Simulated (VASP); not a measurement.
# SrO (I4mm) in VASP: a series of runs

SrO is run at these levels: r2SCAN; tasks: single point.

Everything below comes from runs of VASP 6.6.1. Logs are shortened: lines on timing, memory, paths and dates and some standing lists are left out, and cuts for length are marked.

## 1. The cell of the first run

The structure is tetragonal, space group I4mm (No. 107). The conventional cell has a = 3.634 Å, b = 3.634 Å, c = 5.140 Å, α = 90.00°, β = 90.00°, γ = 90.00°. Sr (site symmetry 4mm) has 6 O at 2.54 to 2.59 Å within 3.4 Å. O (site symmetry 4mm) has 6 Sr at 2.54 to 2.59 Å within 3.4 Å.

## 2. Single point, r2SCAN

Input file POSCAR:

```
SrO
1.0
    0.0000000000      2.5698000000      2.5698000000
    2.5698000000      0.0000000000      2.5698000000
    2.5698000000      2.5698000000      0.0000000000
Sr O
1 1
Direct
   -0.0048641918     -0.0048641918      0.0048641918
    0.5000000000      0.5000000000      0.5000000000
```

Input file INCAR.step1:

```
SYSTEM = SrO
  ALGO = Normal
  EDIFF = 1E-4
  ENCUT = 520
  GGA = PE
  ISMEAR = 0
  LASPH = .True.
  LCHARG = .False.
  LREAL = .False.
  LWAVE = .True.
  NBANDS = 15
  NELM = 80
  PREC = Accurate
  SIGMA = 0.05
```

Input file INCAR.step2:

```
SYSTEM = SrO
  ALGO = Normal
  EDIFF = 1E-7
  ENCUT = 520
  ISIF = 2
  ISMEAR = 0
  ISTART = 1
  LASPH = .True.
  LCHARG = .False.
  LMIXTAU = .True.
  LREAL = .False.
  LWAVE = .False.
  METAGGA = R2SCAN
  NBANDS = 15
  NELM = 80
  PREC = Accurate
  SIGMA = 0.05
```

Input file KPOINTS:

```
k-points
0
Gamma
  8 8 8
  0 0 0
```

Potentials or basis: VASP PAW PBE potentials, release 64 (Sr_sv, O).

Started as:

```sh
> cat potpaw_PBE.64/Sr_sv/POTCAR potpaw_PBE.64/O/POTCAR > POTCAR
> cp INCAR.step1 INCAR
> mpirun -np 1 vasp_std > vasp.out
> cp INCAR.step2 INCAR
> mpirun -np 1 vasp_std > vasp.out
```

OUTCAR:

```text
SYSTEM = SrO
   EDIFF = 1E-7
   ENCUT = 520
   ISIF = 2
   ISMEAR = 0
   ISTART = 1
   LASPH = .True.
   LREAL = .False.
   METAGGA = R2SCAN
   NELM = 80
   PREC = Accurate

 ion  position               nearest neighbor table
   1  0.995  0.995  0.005-   2 2.54   2 2.57   2 2.57   2 2.57   2 2.57   2 2.59
   2  0.500  0.500  0.500-   1 2.54   1 2.57   1 2.57   1 2.57   1 2.57   1 2.59

  LATTYP: Found a face centered cubic cell.
 ALAT       =     5.1396000000

  Lattice vectors:

 A1 = (   0.0000000000,   2.5698000000,   2.5698000000)
 A2 = (   2.5698000000,   0.0000000000,   2.5698000000)
 A3 = (   2.5698000000,   2.5698000000,   0.0000000000)

Analysis of symmetry for initial positions (statically):
=====================================================================
 Subroutine PRICEL returns:
 Original cell was already a primitive cell.

 Routine SETGRP: Setting up the symmetry group for a
 face centered cubic supercell.

 Subroutine GETGRP returns: Found  8 space group operations
 (whereof  8 operations were pure point group operations)
 out of a pool of 48 trial point group operations.

The static configuration has the point symmetry C_4v.

Analysis of symmetry for dynamics (positions and initial velocities):
=====================================================================
 Subroutine PRICEL returns:
 Original cell was already a primitive cell.

 Routine SETGRP: Setting up the symmetry group for a
 face centered cubic supercell.

 Subroutine GETGRP returns: Found  8 space group operations
 (whereof  8 operations were pure point group operations)
 out of a pool of 48 trial point group operations.

The dynamic configuration has the point symmetry C_4v.

 Subroutine INISYM returns: Found  8 space group operations
 (whereof  8 operations are pure point group operations),
 and found     1 'primitive' translations

----------------------------------------------------------------------------------------

                                     Primitive cell

  volume of cell :      33.9413

  direct lattice vectors                    reciprocal lattice vectors
     0.000000000  2.569800000  2.569800000    -0.194567671  0.194567671  0.194567671
     2.569800000  0.000000000  2.569800000     0.194567671 -0.194567671  0.194567671
     2.569800000  2.569800000  0.000000000     0.194567671  0.194567671 -0.194567671

  length of vectors
     3.634246013  3.634246013  3.634246013     0.337001091  0.337001091  0.337001091

  position of ions in fractional coordinates (direct lattice)
     0.995135808  0.995135808  0.004864192
     0.500000000  0.500000000  0.500000000

  ion indices of the primitive-cell ions
   primitive index   ion index
                 1           1
                 2           2

----------------------------------------------------------------------------------------

 KPOINTS: k-points

Automatic generation of k-mesh.
 Grid dimensions read from file:
 generate k-points for:    8    8    8

 Generating k-lattice:

  Cartesian coordinates                     Fractional coordinates (reciprocal lattice)
    -0.024320959  0.024320959  0.024320959     0.125000000  0.000000000  0.000000000
     0.024320959 -0.024320959  0.024320959     0.000000000  0.125000000  0.000000000
     0.024320959  0.024320959 -0.024320959     0.000000000  0.000000000  0.125000000

  Length of vectors
     0.042125136  0.042125136  0.042125136

  Shift w.r.t. Gamma in fractional coordinates (k-lattice)
     0.000000000  0.000000000  0.000000000

 Subroutine IBZKPT returns following result:
 ===========================================

 Found     59 irreducible k-points:

 Following reciprocal coordinates:
            Coordinates               Weight
  0.000000  0.000000  0.000000      1.000000
  0.125000  0.000000  0.000000      8.000000
  0.250000  0.000000  0.000000      8.000000
  0.375000  0.000000  0.000000      8.000000
  0.500000  0.000000  0.000000      4.000000
  0.125000  0.125000  0.000000      2.000000
[... 16 lines left out ...]
  0.000000  0.375000  0.250000     16.000000
  0.500000  0.250000  0.000000      8.000000
 [... further k-points ...]
   k-points           NKPTS =     59   k-points in BZ     NKDIM =     59   number of bands    NBANDS=     15
   number of dos      NEDOS =    301   number of ions     NIONS =      2
   total plane-waves  NPLWV =  21952
   dimension x,y,z NGX =    28 NGY =   28 NGZ =   28
   dimension x,y,z NGXF=    56 NGYF=   56 NGZF=   56
   ions per type =               1   1
   NGX,Y,Z   is equivalent  to a cutoff of  12.81, 12.81, 12.81 a.u.
   NGXF,Y,Z  is equivalent  to a cutoff of  25.62, 25.62, 25.62 a.u.
 SYSTEM =  SrO
   PREC   = accura    normal or accurate (medium, high low for compatibility)
   ISTART =      1    job   : 0-new  1-cont  2-samecut
   ICHARG =      0    charge: 1-file 2-atom 10-const
   ISPIN  =      1    spin polarized calculation?
   LNONCOLLINEAR =      F non collinear calculations
   LSORBIT =      F    spin-orbit coupling
   LASPH  =      T    aspherical Exc in radial PAW
   ENCUT  =  520.0 eV  38.22 Ry    6.18 a.u.   6.76  6.76  6.76*2*pi/ulx,y,z
   NELM   =     80;   NELMIN=  2; NELMDL=  0     # of ELM steps
   EDIFF  = 0.1E-06   stopping-criterion for ELM
   LREAL  =      F    real-space projection
   EDIFFG = 0.1E-05   stopping-criterion for IOM
   NSW    =      0    number of steps for IOM
   IBRION =     -1    ionic relax: 0-MD 1-quasi-New 2-CG
   NFREE  =      0    steps in history (QN), initial steepest desc. (CG)
   ISIF   =      2    stress and relaxation
   ISYM   =      2    0-nonsym 1-usesym 2-fastsym
   POTIM  = 0.5000    time-step for ionic-motion
   TEBEG  =    0.0;   TEEND  =   0.0 temperature during run
   PSTRESS=    0.0 pullay stress
   NELECT =      16.0000    total number of electrons
   NUPDOWN=      -1.0000    fix difference up-down
   EMIN   =  10.00;   EMAX   =-10.00  energy-range for DOS
   EFERMI =   0.00;   METHOD = LEGACY
   ISMEAR =     0;   SIGMA  =   0.05  broadening in eV -4-tet -1-fermi 0-gaus
   EFERMI_NEDOS =   21; number of points for ismear=-14 and -15
   IALGO  =     38    algorithm
   IMIX   =      4    mixing-type and parameters
     AMIX     =   0.40;   BMIX     =  1.00
     AMIX_MAG =   1.60;   BMIX_MAG =  1.00
  volume/ion in A,a.u.               =      16.97       114.52
  Fermi-wavevector in a.u.,A,eV,Ry     =   1.274106  2.407711 22.086959  1.623346
  Thomas-Fermi vector in A             =   2.406892
   LORBIT       =      0    0 simple, 1 ext, 2 COOP (PROOUT), +10 PAW based schemes
   METAGGA = R2SCAN    functional components
   LHFCALC =     F    Hartree Fock is set to
   AEXX    =    0.0000 exact exchange contribution
   IVDW    =     0    specifies the selected vdW correction
   LEPSILON=     F    determine dielectric tensor
   LRPA    =     F    only Hartree local field effects (RPA)
 non-spin polarized calculation
 Gauss-broadening in eV      SIGMA  =   0.05
  energy-cutoff  :      520.00
  volume of cell :       33.94
 maximum number of plane-waves:       941
   NGX = 13   NGY = 13   NGZ = 13

 number of electron      15.9999997 magnetization

 Free energy of the ion-electron system (eV)
  ---------------------------------------------------
  ext. energy  EPLUGINS =         0.00000000
  ---------------------------------------------------
  free energy    TOTEN  =       -27.05183768 eV

  energy without entropy =      -27.05183768  energy(sigma->0) =      -27.05183768

 E-fermi :   1.6666     XC(G=0): -10.5931

 val. band max:        1.3467574893   @ k =   0.0000   0.0000   0.0000
 cond. band min:       5.0901487462   @ k =   0.5000   0.5000   0.0000
 fundamental gap:      3.7433912569
 Fermi energy:         1.6665508340

 k-point     1 :       0.0000    0.0000    0.0000
  band No.  band energies     occupation
      1     -32.1177      2.00000
      2     -14.6833      2.00000
      3     -13.1394      2.00000
      4     -13.1394      2.00000
      5     -13.1382      2.00000
      6       1.3464      2.00000
      7       1.3464      2.00000
      8       1.3468      2.00000
      9       6.0179      0.00000
     10       8.1295      0.00000
     11       8.1319      0.00000
     12       8.1319      0.00000
     13      10.4537      0.00000
     14      10.4577      0.00000
     15      14.6544      0.00000

 k-point     2 :       0.1250    0.0000    0.0000
  band No.  band energies     occupation
      1     -32.0974      2.00000
      2     -14.9726      2.00000
      3     -13.1513      2.00000
      4     -13.1509      2.00000
      5     -12.8977      2.00000
      6       0.9199      2.00000
      7       1.1526      2.00000
      8       1.1542      2.00000
      9       6.7016      0.00000
     10       7.9686      0.00000
     11       8.4431      0.00000
     12       8.4437      0.00000
     13      10.8686      0.00000
     14      10.8725      0.00000
     15      15.6774      0.00000

 k-point     3 :       0.2500    0.0000    0.0000
  band No.  band energies     occupation
      1     -32.0480      2.00000
      2     -15.4885      2.00000
      3     -13.1786      2.00000
      4     -13.1783      2.00000
      5     -12.5024      2.00000
      6       0.1161      2.00000
      7       0.7309      2.00000
      8       0.7322      2.00000
      9       7.8892      0.00000
     10       8.2484      0.00000
     11       9.2912      0.00000
     12       9.2917      0.00000
     13      11.9091      0.00000
     14      11.9129      0.00000
     15      17.7220      0.00000
[... 343 lines left out ...]
 k-point    23 :       0.0000    0.3750    0.2500
  band No.  band energies     occupation
      1     -31.9874      2.00000
      2     -15.4045      2.00000
      3     -13.4103      2.00000
      4     -13.3715      2.00000
      5     -12.8331      2.00000
      6       0.1004      2.00000
      7       0.9488      2.00000
      8       1.0539      2.00000
      9       6.1481      0.00000
     10       8.9828      0.00000
     11      11.1468      0.00000
     12      11.3080      0.00000
     13      12.0589      0.00000
     14      13.0635      0.00000
     15      18.3904      0.00000

 k-point    24 :       0.5000    0.2500    0.0000
  band No.  band energies     occupation
      1     -31.9571      2.00000
      2     -15.5588      2.00000
      3     -13.5815      2.00000
      4     -13.3621      2.00000
      5     -12.7040      2.00000
      6       0.1592      2.00000
      7       0.6084      2.00000
      8       0.7297      2.00000
      9       6.8724      0.00000
     10       9.6048      0.00000
     11      11.2051      0.00000
     12      11.6845      0.00000
     13      13.1828      0.00000
     14      14.4663      0.00000
     15      16.1513      0.00000

 [... further k-points ...]
[... 5 lines left out ...]
  --------------------------------------------------------------------------------------
  -------------------------------------------------------------------------------------
  Total        0.3558181      0.3558181      0.3723183      0.0000000      0.0000000      0.0000000
  in kB       16.7961829     16.7961829     17.5750662      0.0000000      0.0000000      0.0000000
  external PRESSURE =      17.0558107 kB  Pullay stress =       0.0000000 kB

 VOLUME and BASIS-vectors are now :
 -----------------------------------------------------------------------------
  energy-cutoff  :      520.00
  volume of cell :       33.94
      direct lattice vectors                 reciprocal lattice vectors
     0.000000000  2.569800000  2.569800000    -0.194567671  0.194567671  0.194567671
     2.569800000  0.000000000  2.569800000     0.194567671 -0.194567671  0.194567671
     2.569800000  2.569800000  0.000000000     0.194567671  0.194567671 -0.194567671

 POSITION                                       TOTAL-FORCE (eV/Angst)
 -----------------------------------------------------------------------------------
      2.56980      2.56980      5.11460         0.000000      0.000000      0.064649
      2.56980      2.56980      2.56980         0.000000      0.000000     -0.064649
 -----------------------------------------------------------------------------------
    total drift:                               -0.000000     -0.000000     -0.002840

  FREE ENERGIE OF THE ION-ELECTRON SYSTEM (eV)
  ---------------------------------------------------
  free  energy   TOTEN  =       -27.0518376786 eV

  energy  without entropy=      -27.0518376786  energy(sigma->0) =      -27.05183768
```

Run time: 1.7 min. Hardware: 1 thread of Intel Xeon Platinum 8488C (Sapphire Rapids), shared host; peak memory 0.18 GiB.

What came out:

| Quantity | Value |
| --- | --- |
| Free energy | -27.0518 eV |
| Pressure | 1.7 GPa |
| Largest force | 0.065 eV/Å |
| Band gap on the k mesh | 3.74 eV, indirect (least direct gap 3.83 eV) |

Forces on the atoms (eV/Å):
```
Sr   0.000  0.000  0.065
O    0.000  0.000 -0.065
```

Levels at points of the mesh, in eV from the valence-band top:
| k point | band 6 | band 7 | band 8 | band 9 | band 10 | band 11 |
| --- | --- | --- | --- | --- | --- | --- |
| (0.00, 0.00, 0.00) | 0.00 | 0.00 | 0.00 | 4.67 | 6.78 | 6.79 |
| (0.50, 0.00, 0.00) | -2.12 | -1.13 | -1.13 | 7.12 | 9.09 | 9.49 |
| (0.50, 0.50, 0.00) | -0.42 | -0.08 | -0.08 | 3.74 | 8.53 | 10.93 |
| (0.00, 0.50, 0.50) | -0.42 | -0.09 | -0.08 | 3.75 | 8.53 | 10.93 |

Caveat: the cell differs from its parent crystal (all Sr atoms moved +0.025 Å, as atom 1 towards its neighbour atom 2 (O) at 2.570 Å); the PAW data sets were made with another functional, which shifts forces and pressure a little. A k mesh can miss the band edges.

(Continued in part 2 of 3.)
